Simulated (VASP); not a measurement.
A run of VASP 6.6.1 is set up as follows.

The input INCAR:

```
ALGO = Normal
EDIFF = 1E-6
ENCUT = 520
GGA = PS
ISIF = 2
ISMEAR = 0
LASPH = T
LCHARG = T
LELF = T
LREAL = F
LVHAR = T
LWAVE = F
NBANDS = 35
NELM = 80
PREC = Accurate
SIGMA = 0.05
```

File KPOINTS:

```
k-points
0
Gamma
  12 12 2
```

Contents of POSCAR:

```
WS2
1.0
    3.1384754799      0.0000000000      0.0000000000
   -1.5692377399      2.7179994948      0.0000000000
    0.0000000000      0.0000000000     20.8429295098
W S
2 4
Direct
    0.3333333333      0.6666666667      0.6345659624
    0.6666666667      0.3333333333      0.3654340376
    0.3333333333      0.6666666667      0.2989660749
    0.6666666667      0.3333333333      0.5680485953
    0.3333333333      0.6666666667      0.4319514047
    0.6666666667      0.3333333333      0.7010339251
```

Potentials or basis: VASP PAW PBE potentials, release 64 (W_sv, S).

The run is started by

```console
$ cat potpaw_PBE.64/W_sv/POTCAR potpaw_PBE.64/S/POTCAR > POTCAR
$ mpirun -np 1 vasp_std > vasp.out
```

Problem. Predict the largest force.

Solution. 4.776 eV/Å.

Problem. Estimate the band gap on the k mesh.

Solution. Zero (bands 26 and 27 overlap by 0.21 eV).

Forces on the atoms (eV/Å):
```
W    0.000  0.000  0.010
W    0.000  0.000 -0.010
S    0.000  0.000 -4.776
S    0.000  0.000 -4.563
S    0.000  0.000  4.563
S    0.000  0.000  4.776
```

Caveat: there is no dipole correction, which matters where the two faces differ; the PAW data sets were made with another functional, which shifts forces and pressure a little; spin-orbit coupling is left out, which moves the levels of the heavy elements.
